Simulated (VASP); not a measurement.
# TiO2 (P4_2/mnm) in VASP: further runs, part 2 of 2

VASP 6.6.1.

## 4. Single point, PBE (strain -1.0%)

File INCAR:

```
PREC = Accurate
ENCUT = 520
EDIFF = 1E-6
ISMEAR = -1
SIGMA = 0.02
LREAL = False
LASPH = True
NELM = 80
ALGO = Normal
ISIF = 2
LWAVE = False
LCHARG = True
GGA = PE
LELF = True
LVHAR = True
NBANDS = 33
```

File KPOINTS:

```
Automatic mesh
0
Gamma
  6 6 8
```

File POSCAR:

```
TiO2
1.0
    4.5508849591      0.0000000000      0.0000000000
    0.0000000000      4.5508849591      0.0000000000
    0.0000000000      0.0000000000      2.9239563539
Ti O
2 4
Direct
    0.0000000000      0.0000000000      0.0000000000
    0.5000000000      0.5000000000      0.5000000000
    0.3035731197      0.3035731197      0.0000000000
    0.1964268803      0.8035731197      0.5000000000
    0.8035731197      0.1964268803      0.5000000000
    0.6964268803      0.6964268803      0.0000000000
```

Potentials or basis: VASP PAW PBE potentials, release 64 (Ti_sv, O).

Started as:

```sh
$ cat potpaw_PBE.64/Ti_sv/POTCAR potpaw_PBE.64/O/POTCAR > POTCAR
$ mpirun -np 1 vasp_std > vasp.out
```

OUTCAR:

```text
PREC = Accurate
   ENCUT = 520
   EDIFF = 1E-6
   ISMEAR = -1
   LREAL = False
   LASPH = True
   NELM = 80
   ISIF = 2
   GGA = PE

 ion  position               nearest neighbor table
   1  0.000  0.000  0.000-   4 1.93   5 1.93   4 1.93   5 1.93   3 1.95   6 1.95
   2  0.500  0.500  0.500-   3 1.93   6 1.93   3 1.93   6 1.93   5 1.95   4 1.95
   3  0.304  0.304  0.000-   2 1.93   2 1.93   1 1.95
   4  0.196  0.804  0.500-   1 1.93   1 1.93   2 1.95
   5  0.804  0.196  0.500-   1 1.93   1 1.93   2 1.95
   6  0.696  0.696  0.000-   2 1.93   2 1.93   1 1.95

  LATTYP: Found a simple tetragonal cell.
[... 1071 lines left out ...]
  -------------------------------------------------------------------------------------
  Total        4.9021783      4.9021783      5.5963805      0.0000000      0.0000000      0.0000000
  in kB      129.6991367    129.6991367    148.0659575      0.0000000      0.0000000      0.0000000
  external PRESSURE =     135.8214103 kB  Pullay stress =       0.0000000 kB

 VOLUME and BASIS-vectors are now :
 -----------------------------------------------------------------------------
  energy-cutoff  :      520.00
  volume of cell :       60.56
      direct lattice vectors                 reciprocal lattice vectors
     4.550884959  0.000000000  0.000000000     0.219737482  0.000000000  0.000000000
     0.000000000  4.550884959  0.000000000     0.000000000  0.219737482  0.000000000
     0.000000000  0.000000000  2.923956354     0.000000000  0.000000000  0.342002369

 POSITION                                       TOTAL-FORCE (eV/Angst)
 -----------------------------------------------------------------------------------
      0.00000      0.00000      0.00000         0.000000     -0.000000     -0.000000
      2.27544      2.27544      1.46198         0.000000     -0.000000     -0.000000
      1.38153      1.38153      0.00000        -0.054247     -0.054247      0.000000
      0.89392      3.65697      1.46198         0.054247     -0.054247      0.000000
      3.65697      0.89392      1.46198        -0.054247      0.054247     -0.000000
      3.16936      3.16936      0.00000         0.054247      0.054247     -0.000000
 -----------------------------------------------------------------------------------
    total drift:                               -0.000000      0.000000      0.000000

  FREE ENERGIE OF THE ION-ELECTRON SYSTEM (eV)
  ---------------------------------------------------
  free  energy   TOTEN  =       -53.5323368977 eV

  energy  without entropy=      -53.5323368977  energy(sigma->0) =      -53.53233690
```

stdout:

```text
POSCAR found type information on POSCAR TiO
 POSCAR found :  2 types and       6 ions
 scaLAPACK will be used
 LDA part: xc-table for (Slater+PW92), standard interpolation
 POSCAR, INCAR and KPOINTS ok, starting setup
 FFT: planning ... GRIDC
 FFT: planning ... GRID_SOFT
 FFT: planning ... GRID
 WAVECAR not read
 entering main loop
```

Wall time 81 s (1 thread of AMD EPYC 9R45 (Zen 5), shared host); peak memory 0.19 GiB.

What came out:

```
Free energy            : -53.5323 eV
Pressure               : 13.6 GPa
Largest force          : 0.077 eV/Å
Band gap on the k mesh : 1.89 eV, direct
```

Forces in eV/Å, atoms in the order of the input:
```
Ti   0.000  0.000  0.000
Ti   0.000  0.000  0.000
O   -0.054 -0.054  0.000
O    0.054 -0.054  0.000
O   -0.054  0.054  0.000
O    0.054  0.054  0.000
```

Stress tensor (GPa, compression positive):
```
12.97  0.00  0.00
 0.00 12.97  0.00
 0.00  0.00 14.81
```

Levels at points of the mesh, in eV from the valence-band top:
```
           k point  band 21  band 22  band 23  band 24  band 25  band 26  band 27  band 28
(0.00, 0.00, 0.00)    -0.71    -0.48    -0.48     0.00     1.89     2.18     2.46     2.57
(0.50, 0.00, 0.00)    -1.69    -1.69    -0.78    -0.78     2.59     2.59     3.14     3.14
(0.50, 0.50, 0.00)    -1.33    -1.33    -1.11    -1.11     1.93     1.93     2.60     2.60
(0.00, 0.00, 0.50)    -2.51    -2.51    -1.46    -1.46     3.08     3.08     3.31     3.31
(0.50, 0.00, 0.50)    -2.11    -2.11    -1.09    -1.09     1.95     1.95     3.33     3.33
(0.50, 0.50, 0.50)    -1.37    -1.37    -0.68    -0.68     2.68     2.68     3.29     3.29
```

Caveat: the cell differs from its parent crystal (strain -1.0%).

## 5. Single point, PBE

This run uses another cell than the first one, of 10.40 Å³/atom, 1.130 times its volume.

File INCAR:

```
  PREC = Accurate
  ENCUT = 520
  EDIFF = 1E-6
  ISMEAR = -1
  SIGMA = 0.02
  LREAL = F
  LASPH = T
  NELM = 100
  ALGO = Normal
  ISIF = 2
  LWAVE = F
  LCHARG = F
  GGA = PE
  NBANDS = 33
```

KPOINTS is that of step 4.

File POSCAR:

```
TiO2
1.0
    4.5968534940      0.0000000000      0.0000000000
    0.0000000000      4.5968534940      0.0000000000
    0.0000000000      0.0000000000      2.9534912666
Ti O
2 4
Direct
    0.0000000000      0.0000000000      0.0000000000
    0.5000000000      0.5000000000      0.5000000000
    0.3046432220      0.3046432220      0.0000000000
    0.1953567780      0.8046432220      0.5000000000
    0.8046432220      0.1953567780      0.5000000000
    0.6953567780      0.6953567780      0.0000000000
```

Potentials or basis: VASP PAW PBE potentials, release 64 (Ti_sv, O).

Started as:

```sh
$ cat potpaw_PBE.64/Ti_sv/POTCAR potpaw_PBE.64/O/POTCAR > POTCAR
$ mpirun -np 1 vasp_std > vasp.out
```

OUTCAR:

```text
PREC = Accurate
   ENCUT = 520
   EDIFF = 1E-6
   ISMEAR = -1
   LREAL = F
   LASPH = T
   NELM = 100
   ISIF = 2
   GGA = PE

 ion  position               nearest neighbor table
   1  0.000  0.000  0.000-   4 1.95   5 1.95   4 1.95   5 1.95   3 1.98   6 1.98
   2  0.500  0.500  0.500-   3 1.95   6 1.95   3 1.95   6 1.95   5 1.98   4 1.98
   3  0.305  0.305  0.000-   2 1.95   2 1.95   1 1.98
   4  0.195  0.805  0.500-   1 1.95   1 1.95   2 1.98
   5  0.805  0.195  0.500-   1 1.95   1 1.95   2 1.98
   6  0.695  0.695  0.000-   2 1.95   2 1.95   1 1.98

  LATTYP: Found a simple tetragonal cell.
 ALAT       =     4.5968534940
 C/A-ratio  =     0.6425028056

  Lattice vectors:

 A1 = (   4.5968534940,   0.0000000000,   0.0000000000)
 A2 = (   0.0000000000,   4.5968534940,   0.0000000000)
 A3 = (   0.0000000000,   0.0000000000,   2.9534912666)

Analysis of symmetry for initial positions (statically):
=====================================================================
 Subroutine PRICEL returns:
 Original cell was already a primitive cell.

 Routine SETGRP: Setting up the symmetry group for a
 simple tetragonal supercell.

 Subroutine GETGRP returns: Found 16 space group operations
 (whereof  8 operations were pure point group operations)
 out of a pool of 16 trial point group operations.

The static configuration has the point symmetry D_2h.
 The point group associated with its full space group is D_4h.

Analysis of symmetry for dynamics (positions and initial velocities):
=====================================================================
 Subroutine PRICEL returns:
 Original cell was already a primitive cell.

 Routine SETGRP: Setting up the symmetry group for a
 simple tetragonal supercell.

 Subroutine GETGRP returns: Found 16 space group operations
 (whereof  8 operations were pure point group operations)
 out of a pool of 16 trial point group operations.

The dynamic configuration has the point symmetry D_2h.
 The point group associated with its full space group is D_4h.

 Subroutine INISYM returns: Found 16 space group operations
 (whereof  8 operations are pure point group operations),
 and found     1 'primitive' translations

----------------------------------------------------------------------------------------

                                     Primitive cell

  volume of cell :      62.4104

  direct lattice vectors                    reciprocal lattice vectors
     4.596853494  0.000000000  0.000000000     0.217540107  0.000000000  0.000000000
     0.000000000  4.596853494  0.000000000     0.000000000  0.217540107  0.000000000
     0.000000000  0.000000000  2.953491267     0.000000000  0.000000000  0.338582345

  length of vectors
     4.596853494  4.596853494  2.953491267     0.217540107  0.217540107  0.338582345

  position of ions in fractional coordinates (direct lattice)
     0.000000000  0.000000000  0.000000000
     0.500000000  0.500000000  0.500000000
     0.304643222  0.304643222  0.000000000
     0.195356778  0.804643222  0.500000000
     0.804643222  0.195356778  0.500000000
     0.695356778  0.695356778  0.000000000

  ion indices of the primitive-cell ions
   primitive index   ion index
[... 34 lines left out ...]
            Coordinates               Weight
  0.000000  0.000000  0.000000      1.000000
  0.166667  0.000000  0.000000      4.000000
  0.333333  0.000000  0.000000      4.000000
  0.500000  0.000000  0.000000      2.000000
  0.166667  0.166667  0.000000      4.000000
  0.333333  0.166667  0.000000      8.000000
[... 16 lines left out ...]
  0.333333  0.000000  0.250000      8.000000
  0.500000  0.000000  0.250000      4.000000
 [... further k-points ...]
   k-points           NKPTS =     50   k-points in BZ     NKDIM =     50   number of bands    NBANDS=     33
   number of dos      NEDOS =    301   number of ions     NIONS =      6
   total plane-waves  NPLWV =  31104
   dimension x,y,z NGX =    36 NGY =   36 NGZ =   24
   dimension x,y,z NGXF=    72 NGYF=   72 NGZF=   48
   ions per type =               2   4
   NGX,Y,Z   is equivalent  to a cutoff of  13.02, 13.02, 13.51 a.u.
   NGXF,Y,Z  is equivalent  to a cutoff of  26.04, 26.04, 27.02 a.u.
 SYSTEM =  unknown system
   PREC   = accura    normal or accurate (medium, high low for compatibility)
   ISTART =      0    job   : 0-new  1-cont  2-samecut
   ICHARG =      2    charge: 1-file 2-atom 10-const
   ISPIN  =      1    spin polarized calculation?
   LNONCOLLINEAR =      F non collinear calculations
   LSORBIT =      F    spin-orbit coupling
   LASPH  =      T    aspherical Exc in radial PAW
   ENCUT  =  520.0 eV  38.22 Ry    6.18 a.u.   8.55  8.55  5.49*2*pi/ulx,y,z
   NELM   =    100;   NELMIN=  2; NELMDL= -5     # of ELM steps
   EDIFF  = 0.1E-05   stopping-criterion for ELM
   LREAL  =      F    real-space projection
   EDIFFG = 0.1E-04   stopping-criterion for IOM
   NSW    =      0    number of steps for IOM
   IBRION =     -1    ionic relax: 0-MD 1-quasi-New 2-CG
   NFREE  =      0    steps in history (QN), initial steepest desc. (CG)
   ISIF   =      2    stress and relaxation
   ISYM   =      2    0-nonsym 1-usesym 2-fastsym
   POTIM  = 0.5000    time-step for ionic-motion
   TEBEG  =    0.0;   TEEND  =   0.0 temperature during run
   PSTRESS=    0.0 pullay stress
   NELECT =      48.0000    total number of electrons
   NUPDOWN=      -1.0000    fix difference up-down
   EMIN   =  10.00;   EMAX   =-10.00  energy-range for DOS
   EFERMI =   0.00;   METHOD = LEGACY
   ISMEAR =    -1;   SIGMA  =   0.02  broadening in eV -4-tet -1-fermi 0-gaus
   EFERMI_NEDOS =   21; number of points for ismear=-14 and -15
   IALGO  =     38    algorithm
   IMIX   =      4    mixing-type and parameters
     AMIX     =   0.40;   BMIX     =  1.00
     AMIX_MAG =   1.60;   BMIX_MAG =  1.00
  volume/ion in A,a.u.               =      10.40        70.19
  Fermi-wavevector in a.u.,A,eV,Ry     =   1.499925  2.834447 30.610051  2.249775
  Thomas-Fermi vector in A             =   2.611492
   LORBIT       =      0    0 simple, 1 ext, 2 COOP (PROOUT), +10 PAW based schemes
   GGA     = PE    functional components
   LHFCALC =     F    Hartree Fock is set to
   AEXX    =    0.0000 exact exchange contribution
   IVDW    =     0    specifies the selected vdW correction
   LEPSILON=     F    determine dielectric tensor
   LRPA    =     F    only Hartree local field effects (RPA)
 non-spin polarized calculation
  energy-cutoff  :      520.00
  volume of cell :       62.41
 maximum number of plane-waves:      1698
 NGX is ok and might be reduce to    36
   NGX = 17   NGY = 17   NGZ = 11

 number of electron      48.0000021 magnetization

 Free energy of the ion-electron system (eV)
  ---------------------------------------------------
  ext. energy  EPLUGINS =         0.00000000
  ---------------------------------------------------
  free energy    TOTEN  =       -53.64479464 eV

  energy without entropy =      -53.64479464  energy(sigma->0) =      -53.64479464

 E-fermi :   5.3253     XC(G=0): -11.4137

 val. band max:        4.8511889212   @ k =   0.0000   0.0000   0.0000
 cond. band min:       6.7120391813   @ k =   0.0000   0.0000   0.0000
 fundamental gap:      1.8608502601
 Fermi energy:         5.3252969243

 k-point     1 :       0.0000    0.0000    0.0000
  band No.  band energies     occupation
      1     -52.0653      2.00000
      2     -52.0482      2.00000
      3     -28.3738      2.00000
      4     -28.3738      2.00000
      5     -28.2082      2.00000
      6     -28.2082      2.00000
[... 853 lines left out ...]
     32       9.9856      0.00000
     33      11.4791      0.00000

 [... further k-points ...]

------------------------ aborting loop because EDIFF is reached ----------------------------------------

  FORCE on cell =-STRESS in cart. coord.  units (eV):
  Direction    XX          YY          ZZ          XY          YZ          ZX
  --------------------------------------------------------------------------------------
  -------------------------------------------------------------------------------------
  Total        2.2881000      2.2881000      2.3124552      0.0000000      0.0000000      0.0000000
  in kB       58.7392743     58.7392743     59.3645112      0.0000000      0.0000000      0.0000000
  external PRESSURE =      58.9476866 kB  Pullay stress =       0.0000000 kB

 VOLUME and BASIS-vectors are now :
 -----------------------------------------------------------------------------
  energy-cutoff  :      520.00
  volume of cell :       62.41
      direct lattice vectors                 reciprocal lattice vectors
     4.596853494  0.000000000  0.000000000     0.217540107  0.000000000  0.000000000
     0.000000000  4.596853494  0.000000000     0.000000000  0.217540107  0.000000000
     0.000000000  0.000000000  2.953491267     0.000000000  0.000000000  0.338582345

 POSITION                                       TOTAL-FORCE (eV/Angst)
 -----------------------------------------------------------------------------------
      0.00000      0.00000      0.00000        -0.000000     -0.000000     -0.000000
      2.29843      2.29843      1.47675        -0.000000     -0.000000     -0.000000
      1.40040      1.40040      0.00000        -0.057646     -0.057646      0.000000
      0.89803      3.69883      1.47675         0.057646     -0.057646      0.000000
      3.69883      0.89803      1.47675        -0.057646      0.057646     -0.000000
      3.19645      3.19645      0.00000         0.057646      0.057646     -0.000000
 -----------------------------------------------------------------------------------
    total drift:                                0.000000      0.000000     -0.000000

  FREE ENERGIE OF THE ION-ELECTRON SYSTEM (eV)
  ---------------------------------------------------
  free  energy   TOTEN  =       -53.6447946388 eV

  energy  without entropy=      -53.6447946388  energy(sigma->0) =      -53.64479464
```

stdout:

```text
POSCAR found type information on POSCAR TiO
 POSCAR found :  2 types and       6 ions
 scaLAPACK will be used
 LDA part: xc-table for (Slater+PW92), standard interpolation
 POSCAR, INCAR and KPOINTS ok, starting setup
 FFT: planning ... GRIDC
 FFT: planning ... GRID_SOFT
 FFT: planning ... GRID
 WAVECAR not read
 entering main loop
```

Wall time 80 s (1 thread of AMD EPYC 9R45 (Zen 5), shared host); peak memory 0.19 GiB.

Results:

| Property | Result |
| --- | --- |
| Free energy | -53.6448 eV |
| Pressure | 5.9 GPa |
| Largest force | 0.082 eV/Å |
| Band gap on the k mesh | 1.86 eV, direct |

Forces on the atoms (eV/Å):
```
Ti   0.000  0.000  0.000
Ti   0.000  0.000  0.000
O   -0.058 -0.058  0.000
O    0.058 -0.058  0.000
O   -0.058  0.058  0.000
O    0.058  0.058  0.000
```

A k mesh can miss the band edges. Expect the measured gap to be larger: semilocal functionals such as PBE lack the derivative discontinuity.

## 6. Single point, PBE (strain +1.0%)

File INCAR:

```
SYSTEM = TiO2
PREC     = Accurate       ! precision mode
ENCUT    = 520            ! plane-wave cutoff, eV
EDIFF    = 1E-6           ! SCF threshold, eV
ISMEAR   = -1             ! smearing method
SIGMA    = 0.02           ! smearing width, eV
LREAL    = .False.        ! projectors in reciprocal space
LASPH    = .True.         ! aspherical terms in the spheres
NELM     = 60             ! most SCF steps
ALGO     = Normal         ! electronic algorithm
ISIF     = 2              ! what is computed and relaxed
LWAVE    = .False.        ! write WAVECAR
LCHARG   = .False.        ! write CHGCAR
GGA      = PE             ! functional
NBANDS   = 33             ! bands
```

File KPOINTS:

```
regular mesh
0
Gamma
  6 6 8
  0 0 0
```

File POSCAR:

```
TiO2
1.0
    4.6428220289      0.0000000000      0.0000000000
    0.0000000000      4.6428220289      0.0000000000
    0.0000000000      0.0000000000      2.9830261793
Ti O
2 4
Direct
    0.0000000000      0.0000000000      0.0000000000
    0.5000000000      0.5000000000      0.5000000000
    0.3057990582      0.3057990582      0.0000000000
    0.1942009418      0.8057990582      0.5000000000
    0.8057990582      0.1942009418      0.5000000000
    0.6942009418      0.6942009418      0.0000000000
```

Potentials or basis: VASP PAW PBE potentials, release 64 (Ti_sv, O).

Started as:

```sh
$ cat potpaw_PBE.64/Ti_sv/POTCAR potpaw_PBE.64/O/POTCAR > POTCAR
$ mpirun -np 1 vasp_std > vasp.out
```

Wall time 88 s (1 thread of AMD EPYC 9R45 (Zen 5), shared host); peak memory 0.19 GiB.

The run converged. Its results:

| Property | Result |
| --- | --- |
| Free energy | -53.6744 eV |
| Pressure | -0.8 GPa |
| Largest force | 0.081 eV/Å |
| Band gap on the k mesh | 1.83 eV, direct |

Forces on the atoms (eV/Å):
```
Ti   0.000  0.000  0.000
Ti   0.000  0.000  0.000
O   -0.057 -0.057  0.000
O    0.057 -0.057  0.000
O   -0.057  0.057  0.000
O    0.057  0.057  0.000
```

Stress tensor (GPa, compression positive):
```
-0.20  0.00  0.00
 0.00 -0.20  0.00
 0.00  0.00 -1.95
```

Levels at points of the mesh, in eV from the valence-band top:
| k point | band 20 | band 21 | band 22 | band 23 | band 24 | band 25 | band 26 | band 27 | band 28 | band 29 |
| --- | --- | --- | --- | --- | --- | --- | --- | --- | --- | --- |
| (0.00, 0.00, 0.00) | -1.92 | -0.69 | -0.42 | -0.42 | 0.00 | 1.83 | 2.14 | 2.36 | 2.43 | 2.43 |
| (0.50, 0.00, 0.00) | -2.94 | -1.58 | -1.58 | -0.71 | -0.71 | 2.48 | 2.48 | 2.90 | 2.90 | 3.45 |
| (0.50, 0.50, 0.00) | -2.08 | -1.27 | -1.27 | -1.01 | -1.01 | 1.87 | 1.87 | 2.44 | 2.44 | 3.70 |
| (0.00, 0.00, 0.50) | -2.68 | -2.22 | -2.22 | -1.40 | -1.40 | 2.85 | 2.85 | 3.06 | 3.06 | 3.56 |
| (0.50, 0.00, 0.50) | -2.33 | -1.98 | -1.98 | -0.98 | -0.98 | 1.86 | 1.86 | 3.08 | 3.08 | 3.78 |
| (0.50, 0.50, 0.50) | -2.66 | -1.20 | -1.20 | -0.67 | -0.67 | 2.50 | 2.50 | 3.10 | 3.10 | 3.14 |

Caveat: the cell differs from its parent crystal (strain +1.0%). A k mesh can miss the band edges.

## 7. Overview

```tsv
cell	gap on the mesh (eV)	pressure (GPa)	largest force (eV/Å)
a = 4.413, b = 4.413, c = 2.835 Å, 6 atoms	2.01	44.2	0.08
a = 4.505, b = 4.505, c = 2.894 Å, 6 atoms	1.93	22.5	0.08
a = 4.551, b = 4.551, c = 2.924 Å, 6 atoms	1.89	13.6	0.08
a = 4.597, b = 4.597, c = 2.953 Å, 6 atoms	1.86	5.9	0.08
a = 4.643, b = 4.643, c = 2.983 Å, 6 atoms	1.83	-0.8	0.08
```

Alike in all rows: task single point; level PBE; potentials or basis VASP PAW PBE potentials, release 64 (Ti_sv, O); no spin polarisation; k mesh 6 × 6 × 8; cutoff (eV) 520; smearing fermi-dirac 0.02 eV.

Total energies depend on the potentials used, so only differences within one code and one set of settings carry meaning.
